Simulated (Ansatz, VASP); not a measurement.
**One calculation of K, two programs**

```
K
1.0
    -2.48710    2.48710    2.48710
     2.48710   -2.48710    2.48710
     2.48710    2.48710   -2.48710
K
1
Cartesian
  0.0000 0.0000 0.0000
```

Change from the starting cell: strain -0.050 along x and y, -0.050 along z, atoms carried along.

Alike in both runs: task single point; functional PBEsol; k mesh 14 × 14 × 14; occupations gaussian, width 0.15 eV; no spin polarisation.

```csv
,VASP,Ansatz
version,VASP 6.6.1,Ansatz 0.2.0
potentials or method,"VASP PAW PBE potentials, release 64 (K_sv), cutoff 520 eV","scalar-relativistic, plane waves, PAW"
valence electrons in the cell,9,9
```

|  | VASP | Ansatz | Ansatz less VASP |
| --- | --- | --- | --- |
| gap on the k mesh at the Fermi level (eV) | none | none | - |
| pressure (GPa) | 0.7 | 0.7 | +0.01 |

VASP's potentials were made for PBE, not for PBEsol. A gap of «none» marks a metal or a gap that the smearing closes.
